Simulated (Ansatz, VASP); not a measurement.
Two plane-wave programs on MgB107N107

```xyz
215
Lattice="10.8723 0.0000 0.0000 0.0000 0.0000 -10.8723 0.0000 10.8723 0.0000" Properties=species:S:1:pos:R:3 pbc="T T T"
B    -0.0049    0.0043    0.0044
B    -0.0018    1.8161   -1.8086
B     1.8081    1.8161    0.0013
B     1.8079    0.0068   -1.8084
B    -0.0018    3.6260    0.0013
B    -0.0044    5.4397   -1.8103
B     1.8098    5.4397    0.0039
B     1.8092    3.6271   -1.8097
B    -0.0045    7.2534    0.0040
B    -0.0051    9.0681   -1.8043
B     1.8038    9.0681    0.0046
B     1.7931    7.2584   -1.7936
B    -0.0024    0.0066   -3.6185
B    -0.0045    1.8134   -5.4360
B     1.8097    1.8135   -3.6223
B     1.8004    0.0121   -5.4388
B    -0.0044    3.6277   -3.6223
B    -0.0082    5.4385   -5.4358
B     1.7964    5.4384   -3.6210
B     1.7931    3.6110   -5.4410
B    -0.0083    7.2532   -3.6211
B    -0.0053    9.0634   -5.4330
B     1.8007    9.0734   -3.6146
B     1.8029    7.2487   -5.4313
B    -0.0078    0.0022   -7.2465
B    -0.0049    1.8130   -9.0592
B     1.8038    1.8128   -7.2507
B     1.8048    0.0052   -9.0601
B    -0.0051    3.6217   -7.2507
B    -0.0024    5.4359   -9.0615
B     1.8007    5.4320   -7.2560
B     1.8079    3.6258   -9.0618
B    -0.0053    7.2504   -7.2460
B    -0.0078    9.0639   -9.0571
B     1.8014    9.0700   -7.2525
B     1.8004    7.2562   -9.0671
B     3.6180    0.0066    0.0019
B     3.6218    1.8135   -1.8102
B     5.4355    1.8134    0.0040
B     5.4383    0.0122   -1.8009
B     3.6218    3.6277    0.0039
B     3.6205    5.4384   -1.7969
B     5.4353    5.4385    0.0077
B     5.4405    3.6111   -1.7937
B     3.6206    7.2532    0.0077
B     3.6141    9.0734   -1.8011
B     5.4325    9.0634    0.0048
B     5.4308    7.2487   -1.8034
B     3.6267    0.0019   -3.6272
B     3.6206    1.8097   -5.4358
B     5.4353    1.8097   -3.6211
B     5.4354   -0.0017   -5.4359
B     3.6205    3.6143   -3.6210
B     3.5281    5.3458   -5.4839
B     5.4829    5.3462   -3.5288
B     5.4308    3.6208   -5.4314
B     3.5280    7.3013   -3.5283
B     3.6158    9.0860   -5.4744
B     5.4740    9.0860   -3.6162
B     3.6157    0.0090   -7.2541
B     3.6180    1.8155   -9.0615
B     5.4325    1.8126   -7.2460
B     5.4282    0.0073   -9.0622
B     3.6141    3.6185   -7.2560
B     3.6267    5.4446   -9.0568
B     5.4740    5.4336   -7.2687
B     5.4383    3.6183   -9.0672
B     3.6157    7.2919   -7.2686
B     3.6157    9.0715   -9.0639
B     5.4083    9.0615   -7.2441
B     5.4354    7.2533   -9.0532
B     7.2461    0.0022    0.0073
B     7.2502    1.8128   -1.8043
B     9.0587    1.8130    0.0044
B     9.0596    0.0052   -1.8053
B     7.2502    3.6217    0.0046
B     7.2555    5.4320   -1.8012
B     9.0610    5.4359    0.0019
B     9.0612    3.6258   -1.8084
B     7.2455    7.2504    0.0048
B     7.2521    9.0700   -1.8018
B     9.0567    9.0639    0.0073
B     9.0666    7.2562   -1.8009
B     7.2535    0.0090   -3.6162
B     7.2455    1.8126   -5.4330
B     9.0610    1.8155   -3.6185
B     9.0617    0.0073   -5.4287
B     7.2554    3.6186   -3.6147
B     7.2681    5.4336   -5.4745
B     9.0563    5.4446   -3.6272
B     9.0666    3.6183   -5.4388
B     7.2681    7.2919   -3.6162
B     7.2436    9.0615   -5.4087
B     9.0634    9.0714   -3.6162
B     9.0526    7.2533   -5.4359
B     7.2392   -0.0047   -7.2397
B     7.2461    1.8100   -9.0572
B     9.0567    1.8100   -7.2465
B     9.0539   -0.0006   -9.0544
B     7.2521    3.6192   -7.2526
B     7.2536    5.4336   -9.0640
B     9.0634    5.4336   -7.2541
B     9.0596    3.6227   -9.0601
B     7.2436    7.2261   -7.2442
B     7.2392    9.0571   -9.0503
B     9.0498    9.0570   -7.2396
B     9.0618    7.2461   -9.0623
N     0.9046    2.7225   -0.9051
N     0.9053    0.9115   -2.7149
N     2.7144    0.9115   -0.9058
N     2.7155    2.7223   -2.7160
N     0.9021    6.3450   -0.9026
N     0.9044    4.5334   -2.7160
N     2.7155    4.5334   -0.9049
N     2.7091    6.3399   -2.7096
N     0.9029    9.9722   -0.9034
N     0.9022    8.1588   -2.7128
N     2.7123    8.1588   -0.9027
N     2.7155    9.9696   -2.7160
N     0.9021    2.7199   -4.5276
N     0.8965    0.9143   -6.3407
N     2.7134    0.9112   -4.5277
N     2.7123    2.7201   -6.3414
N     0.9010    6.3435   -4.5261
N     0.9022    4.5302   -6.3414
N     2.7092    4.5271   -4.5225
N     2.7202    6.3454   -6.3274
N     0.9029    9.9707   -4.5264
N     0.9049    8.1557   -6.3383
N     2.7202    8.1448   -4.5280
N     2.6870    9.9960   -6.3428
N     0.9029    2.7208   -8.1548
N     0.9015    0.9108   -9.9658
N     2.7096    0.9149   -8.1572
N     2.7144    2.7232   -9.9665
N     0.9029    6.3437   -8.1533
N     0.9053    4.5323   -9.9665
N     2.7155    4.5334   -8.1522
N     2.7134    6.3451   -9.9662
N     0.8962    9.9726   -8.1553
N     0.8965    8.1581   -9.9692
N     2.6870    8.1601   -8.1786
N     2.7095    9.9745   -9.9698
N     4.5271    2.7200   -0.9026
N     4.5272    0.9112   -2.7140
N     6.3402    0.9142   -0.8970
N     6.3409    2.7201   -2.7128
N     4.5256    6.3435   -0.9015
N     4.5219    4.5271   -2.7097
N     6.3409    4.5302   -0.9027
N     6.3269    6.3455   -2.7206
N     4.5259    9.9707   -0.9034
N     4.5276    8.1449   -2.7206
N     6.3378    8.1557   -0.9053
N     6.3422    9.9960   -2.6875
N     4.5256    2.7189   -4.5261
N     4.5247    0.9112   -6.3416
N     6.3410    0.9112   -4.5252
N     6.3379    2.7228   -6.3384
N     4.5276    4.5380   -6.3275
N     6.3270    4.5381   -4.5281
N     6.4362    6.2368   -6.4367
N     4.5297    9.9733   -4.5303
N     4.4189    8.2541   -6.4367
N     6.4361    8.2541   -4.4194
N     6.3345    9.9680   -6.3350
N     4.5259    2.7208   -8.1533
N     4.5253    0.9150   -9.9699
N     6.3380    0.9097   -8.1518
N     6.3402    2.7144   -9.9692
N     4.5298    6.3476   -8.1559
N     4.5272    4.5314   -9.9662
N     6.3423    4.5049   -8.1786
N     6.3411    6.3426   -9.9661
N     4.5216    9.9910   -8.1736
N     4.5247    8.1589   -9.9661
N     6.3345    8.1524   -8.1505
N     6.3380    9.9692   -9.9646
N     8.1543    2.7208   -0.9034
N     8.1566    0.9148   -2.7100
N     9.9653    0.9108   -0.9020
N     9.9660    2.7232   -2.7149
N     8.1527    6.3438   -0.9034
N     8.1517    4.5334   -2.7160
N     9.9660    4.5323   -0.9058
N     9.9657    6.3451   -2.7139
N     8.1547    9.9726   -0.8967
N     8.1781    8.1602   -2.6875
N     9.9687    8.1581   -0.8970
N     9.9693    9.9745   -2.7100
N     8.1528    2.7208   -4.5264
N     8.1513    0.9097   -6.3385
N     9.9694    0.9149   -4.5258
N     9.9687    2.7144   -6.3407
N     8.1554    6.3477   -4.5302
N     8.1781    4.5049   -6.3428
N     9.9657    4.5313   -4.5277
N     9.9657    6.3426   -6.3415
N     8.1731    9.9910   -4.5221
N     8.1500    8.1524   -6.3350
N     9.9656    8.1590   -4.5252
N     9.9641    9.9692   -6.3385
N     8.1548    2.7141   -8.1553
N     8.1520    0.9073   -9.9623
N     9.9618    0.9073   -8.1525
N     9.9653    2.7194   -9.9658
N     8.1732    6.3395   -8.1736
N     8.1567    4.5274   -9.9698
N     9.9693    4.5274   -8.1572
N     9.9694    6.3432   -9.9699
N     8.1484    9.9663   -8.1488
N     8.1513    8.1559   -9.9646
N     9.9641    8.1559   -8.1518
N     9.9618    9.9698   -9.9623
Mg    5.1913    7.0089   -5.1918
```

Alike in both runs: functional PBE; k mesh 1 × 1 × 1; no spin polarisation.

Ansatz relaxed the structure, and its values are those at the end. VASP's run is a single point on that final structure, the one shown.

|  | VASP | Ansatz |
| --- | --- | --- |
| version | VASP 6.6.1 | Ansatz 0.2.0 |
| potentials or method | VASP PAW PBE potentials, release 64 (B, N, Mg), cutoff 520 eV | plane-wave PAW DFT |
| occupations | gaussian, width 0.01 eV | fixed |
| valence electrons in the cell | 858 | 866 |

```tsv
	VASP	Ansatz	Ansatz less VASP
gap on the k mesh at the Fermi level (eV)	3.52	3.53	+0.012
rms of the force components (eV/Å)	0.005	0.004	-0.0009
```

VASP's potentials hold 858 valence electrons a cell and Ansatz's 866, so a difference there can come from the potentials and not from the codes.
